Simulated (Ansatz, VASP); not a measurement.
**Two plane-wave programs on NaCl**

The input INCAR:

```
ALGO = Normal
EDIFF = 1E-6
ENCUT = 500
GGA = PE
GGA_COMPAT = F
ISIF = 2
ISMEAR = 0
LASPH = T
LCHARG = F
LREAL = F
LWAVE = F
NBANDS = 14
NELM = 120
PREC = Accurate
SIGMA = 0.01
```

Contents of KPOINTS:

```
k-points
0
Gamma
  4 4 4
```

POSCAR

```
NaCl
1.0
    0.0000000000      2.4309408900      2.4309408900
    2.4309408900      0.0000000000      2.4309408900
    2.4309408900      2.4309408900      0.0000000000
Na Cl
1 1
Direct
    0.0000000000      0.0000000000      0.0000000000
    0.5000000000      0.5000000000      0.5000000000
```

Input for Ansatz:

```yaml
crystal:
  lattice:
    - [0.0, 2.43094089, 2.43094089]
    - [2.43094089, 0.0, 2.43094089]
    - [2.43094089, 2.43094089, 0.0]
  atoms:
    - { symbol: Na, position: [0.0, 0.0, 0.0] }
    - { symbol: Cl, position: [0.5, 0.5, 0.5] }
basis:
  precision: f64
  xc_grid: 2
  ecutwfc: 700
  ecutrho_ratio: 4
kpoints:
  mp_grid: { grid: [4, 4, 4], shift: [0, 0, 0] }
hamiltonian:
  xc: pbe
  dispersion: none
  pseudopotentials:
    kind: paw
    azcp:
      Cl: "pseudopotentials/Cl.paw.azcp"
      Na: "pseudopotentials/Na.paw.azcp"
magnetization:
  spin_polarized: false
scf:
  lower_state_search: "off"
  max_iter: 200
  occupations: { method: fixed }
  convergence: { dr2_threshold: "1e-10 eV" }
output:
  forces: true
  stress: true
  eigenvalues: true
```

Alike in both runs: task single point; functional PBE; k mesh 4 × 4 × 4; no spin polarisation.

```csv
,VASP,Ansatz
version,VASP 6.6.1,Ansatz 0.2.0-dev
potentials or method,"VASP PAW PBE potentials, release 64 (Na_pv, Cl), cutoff 500 eV",hard PAW set made for 700 eV
occupations,"gaussian, width 0.01 eV",fixed
```

|  | VASP | Ansatz | Ansatz less VASP |
| --- | --- | --- | --- |
| gap on the k mesh at the Fermi level (eV) | 7.13 | 7.08 | -0.046 |

The k mesh is coarse, so the values compare programs but aren't converged.
